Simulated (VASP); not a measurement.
Runs of VASP 6.6.1 on SnSe. The structure is that of space group P6_3/mmc (No. 194), or close to it. The cells are those of the table. 

| level | potentials or basis | cell | smearing | gap on the mesh (eV) | pressure (GPa) |
| --- | --- | --- | --- | --- | --- |
| LDA | VASP PAW LDA potentials, release 64 (Sn_d, Se) | a = 5.064, b = 5.064, c = 6.073 Å, angles 90.0, 90.0, 120.0°, 4 atoms | gaussian 0.01 eV | 0.34 | -2.3 |
| r2SCAN | VASP PAW PBE potentials, release 64 (Sn_d, Se) | a = 5.064, b = 5.064, c = 6.073 Å, angles 90.0, 90.0, 120.0°, 4 atoms | fermi-dirac 0.02 eV | 0.58 | 0.0 |
| PBE | VASP PAW PBE potentials, release 64 (Sn_d, Se) | a = 5.064, b = 5.064, c = 6.073 Å, angles 90.0, 90.0, 120.0°, 4 atoms | fermi-dirac 0.02 eV | 0.41 | (b) |
| r2SCAN | VASP PAW PBE potentials, release 64 (Sn_d, Se) | a = 5.064, b = 5.064, c = 6.073 Å, angles 90.0, 90.0, 120.0°, 4 atoms | gaussian 0.01 eV | 0.58 | 0.0 |
| PBEsol | VASP PAW PBE potentials, release 64 (Sn_d, Se) | a = 5.015, b = 5.015, c = 6.012 Å, angles 90.0, 90.0, 120.0°, 4 atoms | fermi-dirac 0.02 eV | (a) | 0.0 |

Alike in all rows: task single point; no spin polarisation; k mesh 6 × 6 × 4; cutoff (eV) 520.

**Question.** Estimate the missing entries.

**Answer.** (a) 0.28; (b) 0.9.

Caveats: spin-orbit coupling is left out, which moves the levels of the heavy elements; the PAW data sets were made with another functional, which shifts forces and pressure a little (at least some runs).

A k mesh can miss the band edges, and the runs leave out spin-orbit coupling on Se, Sn.
